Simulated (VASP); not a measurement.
# Ni (Fd-3m) in VASP: settings compared, part 3 of 3

VASP 6.6.1. Earlier steps stand in the parts before.

## (6) Single point, PBEsol, collinear spin, ferromagnetic start (14.14 Å³/atom)

This run uses another cell than the first one, of 14.14 Å³/atom.

INCAR reads:

```
  PREC = Accurate
  ENCUT = 520
  EDIFF = 1E-7
  ISMEAR = -1
  SIGMA = 0.08
  LREAL = False
  LASPH = True
  NELM = 150
  ALGO = Normal
  ISIF = 2
  LWAVE = False
  LCHARG = True
  ISPIN = 2
  MAGMOM = 1 1
  LORBIT = 11
  LMAXMIX = 4
  GGA = PS
  LELF = True
  LVHAR = True
  NBANDS = 21
```

KPOINTS reads:

```
regular mesh
0
Gamma
  14 14 14
```

POSCAR reads:

```
Ni
1.0
    0.0000000000      2.4182848600      2.4182848600
    2.4182848600      0.0000000000      2.4182848600
    2.4182848600      2.4182848600      0.0000000000
Ni
2
Direct
   -0.1250000000     -0.1250000000     -0.1250000000
    0.1250000000      0.1250000000      0.1250000000
```

Potentials or basis: VASP PAW PBE potentials, release 64 (Ni).

Started as:

```bash
$ cat potpaw_PBE.64/Ni/POTCAR > POTCAR
$ mpirun -np 1 vasp_std > vasp.out
```

OUTCAR:

```text
PREC = Accurate
   ENCUT = 520
   EDIFF = 1E-7
   ISMEAR = -1
   LREAL = False
   LASPH = True
   NELM = 150
   ISIF = 2
   ISPIN = 2
   LORBIT = 11
   GGA = PS

 ion  position               nearest neighbor table
   1  0.875  0.875  0.875-   2 2.09   2 2.09   2 2.09   2 2.09
   2  0.125  0.125  0.125-   1 2.09   1 2.09   1 2.09   1 2.09

  LATTYP: Found a face centered cubic cell.
 ALAT       =     4.8365697200

  Lattice vectors:

 A1 = (   0.0000000000,   2.4182848600,   2.4182848600)
 A2 = (   2.4182848600,   0.0000000000,   2.4182848600)
 A3 = (   2.4182848600,   2.4182848600,   0.0000000000)

Analysis of symmetry for initial positions (statically):
=====================================================================
 Subroutine PRICEL returns:
 Original cell was already a primitive cell.

 Routine SETGRP: Setting up the symmetry group for a
 face centered cubic supercell.

 Subroutine GETGRP returns: Found 48 space group operations
 (whereof 12 operations were pure point group operations)
 out of a pool of 48 trial point group operations.

The static configuration has the point symmetry D_3d.
 The point group associated with its full space group is O_h .

Analysis of symmetry for dynamics (positions and initial velocities):
=====================================================================
 Subroutine PRICEL returns:
 Original cell was already a primitive cell.

 Routine SETGRP: Setting up the symmetry group for a
 face centered cubic supercell.

 Subroutine GETGRP returns: Found 48 space group operations
 (whereof 12 operations were pure point group operations)
 out of a pool of 48 trial point group operations.

The dynamic configuration has the point symmetry D_3d.
 The point group associated with its full space group is O_h .

Analysis of structural, dynamic, and magnetic symmetry:
=====================================================================
 Subroutine PRICEL returns:
 Original cell was already a primitive cell.

[... 142 lines left out ...]
 maximum number of plane-waves:       778
 NGX is ok and might be reduce to    28
   NGX = 13   NGY = 13   NGZ = 13

 number of electron      19.9999986 magnetization       1.5576150

 Free energy of the ion-electron system (eV)
  ---------------------------------------------------
  ext. energy  EPLUGINS =         0.00000000
  ---------------------------------------------------
  free energy    TOTEN  =        -9.50252765 eV

  energy without entropy =       -9.44223627  energy(sigma->0) =       -9.47238196

 E-fermi :   6.1549     XC(G=0): -11.6757

 val. band max:        6.1546427444   @ k =   0.5000   0.0714   0.0000
 cond. band min:       6.1553165678   @ k =  -0.2857   0.0714   0.0000
 fundamental gap:      0.0006738235
 Fermi energy:         6.1548709344

 spin component 1

 k-point     1 :       0.0000    0.0000    0.0000
  band No.  band energies     occupation
      1      -1.2915      1.00000
      2       2.4075      1.00000
      3       2.4075      1.00000
      4       2.5131      1.00000
      5       2.5131      1.00000
      6       2.5131      1.00000
[... 565 lines left out ...]
     20      26.3359      0.00000
     21      27.7801      0.00000

 [... further k-points ...]

 spin component 2

 k-point     1 :       0.0000    0.0000    0.0000
  band No.  band energies     occupation
      1      -1.2620      1.00000
      2       3.1294      1.00000
      3       3.1294      1.00000
      4       3.2360      1.00000
      5       3.2360      1.00000
      6       3.2360      1.00000
[... 565 lines left out ...]
     20      26.4245      0.00000
     21      27.8716      0.00000

 [... further k-points ...]
[... 5 lines left out ...]
  --------------------------------------------------------------------------------------
  -------------------------------------------------------------------------------------
  Total        2.4568798      2.4568798      2.4568798      0.0000000      0.0000000      0.0000000
  in kB      139.1688789    139.1688789    139.1688789      0.0000000      0.0000000      0.0000000
  external PRESSURE =     139.1688789 kB  Pullay stress =       0.0000000 kB

 VOLUME and BASIS-vectors are now :
 -----------------------------------------------------------------------------
  energy-cutoff  :      520.00
  volume of cell :       28.28
      direct lattice vectors                 reciprocal lattice vectors
     0.000000000  2.418284860  2.418284860    -0.206758107  0.206758107  0.206758107
     2.418284860  0.000000000  2.418284860     0.206758107 -0.206758107  0.206758107
     2.418284860  2.418284860  0.000000000     0.206758107  0.206758107 -0.206758107

 POSITION                                       TOTAL-FORCE (eV/Angst)
 -----------------------------------------------------------------------------------
      4.23200      4.23200      4.23200         0.000000      0.000000     -0.000000
      0.60457      0.60457      0.60457        -0.000000     -0.000000      0.000000
 -----------------------------------------------------------------------------------
    total drift:                                0.000000      0.000000     -0.000000

  FREE ENERGIE OF THE ION-ELECTRON SYSTEM (eV)
  ---------------------------------------------------
  free  energy   TOTEN  =        -9.5025276504 eV

  energy  without entropy=       -9.4422362664  energy(sigma->0) =       -9.47238196

 total charge

# of ion       s       p       d       tot
------------------------------------------
    1        0.599   0.449   8.395   9.443
    2        0.599   0.449   8.395   9.443
--------------------------------------------------
tot          1.198   0.898  16.791  18.887

 magnetization (x)

# of ion       s       p       d       tot
------------------------------------------
    1       -0.014  -0.014   0.797   0.769
    2       -0.014  -0.014   0.797   0.769
--------------------------------------------------
tot         -0.027  -0.028   1.593   1.538
```

OSZICAR:

```text
N       E                     dE             d eps       ncg     rms          rms(c)
DAV:   1     0.102177347107E+03    0.10218E+03   -0.91547E+03  9005   0.130E+03
DAV:   2    -0.503984422287E+01   -0.10722E+03   -0.98395E+02  8866   0.227E+02
DAV:   3    -0.110711503101E+02   -0.60313E+01   -0.58531E+01 10099   0.638E+01
DAV:   4    -0.111464639913E+02   -0.75314E-01   -0.75274E-01  9931   0.690E+00
DAV:   5    -0.111483663862E+02   -0.19024E-02   -0.19023E-02 10066   0.105E+00    0.135E+01
DAV:   6    -0.104693320154E+02    0.67903E+00   -0.10679E+01 10131   0.570E+01    0.102E+01
DAV:   7    -0.953069533761E+01    0.93864E+00   -0.30655E+00 10158   0.266E+01    0.298E+00
DAV:   8    -0.951036458682E+01    0.20331E-01   -0.23599E-02 10636   0.128E+00    0.161E+00
DAV:   9    -0.950329307766E+01    0.70715E-02   -0.24122E-03 13005   0.589E-01    0.435E-01
DAV:  10    -0.950254111816E+01    0.75196E-03   -0.56354E-04 12884   0.294E-01    0.939E-02
DAV:  11    -0.950252685504E+01    0.14263E-04   -0.83739E-05 11358   0.910E-02    0.498E-02
DAV:  12    -0.950252959837E+01   -0.27433E-05   -0.64600E-06  9334   0.197E-02    0.215E-02
DAV:  13    -0.950252821083E+01    0.13875E-05   -0.15565E-06 11447   0.149E-02    0.588E-03
DAV:  14    -0.950252764228E+01    0.56856E-06   -0.14953E-07  8851   0.367E-03    0.154E-03
DAV:  15    -0.950252765042E+01   -0.81391E-08   -0.88742E-09  4878   0.917E-04
   1 F= -.95025277E+01 E0= -.94723820E+01  d E =-.602914E-01  mag=     1.5576
```

Run time: 67 s. Hardware: 1 thread of AMD EPYC 9R45 (Zen 5), shared host; peak memory 0.2 GiB.

What came out:

```
Free energy                                           : -9.5025 eV
Pressure                                              : 13.9 GPa
Net moment                                            : 1.56 μB per cell
Site moments                                          : Ni +0.77 μB
Valence electrons inside the program's atomic spheres : Ni 9.44
```

Caveat: the cell stands under pressure; the PAW data sets were made with another functional, which shifts forces and pressure a little.

## (7) Overview

```tsv
level	cell	gap on the mesh (eV)	pressure (GPa)	moment (μB)
PBE	a = 2.811 Å, angles 60.0°, 2 atoms	none	345.5	0.38
PBEsol	a = 2.988 Å, angles 60.0°, 2 atoms	none	167.4	1.38
PBEsol	a = 3.145 Å, angles 60.0°, 2 atoms	none	83.5	1.50
PBEsol	a = 3.288 Å, angles 60.0°, 2 atoms	none	38.7	1.54
PBEsol	a = 3.420 Å, angles 60.0°, 2 atoms	none	13.9	1.56
```

Alike in all rows: task single point; potentials or basis VASP PAW PBE potentials, release 64 (Ni); spin collinear, ferromagnetic start; k mesh 14 × 14 × 14; cutoff (eV) 520; smearing fermi-dirac 0.08 eV.

Caveats: the cell stands under pressure; the PAW data sets were made with another functional, which shifts forces and pressure a little (at least some runs); atoms lie so close that the PAW spheres overlap strongly, which falsifies energies and pressures (at least some runs).

Absolute energies hang on the potentials; compare differences alone.
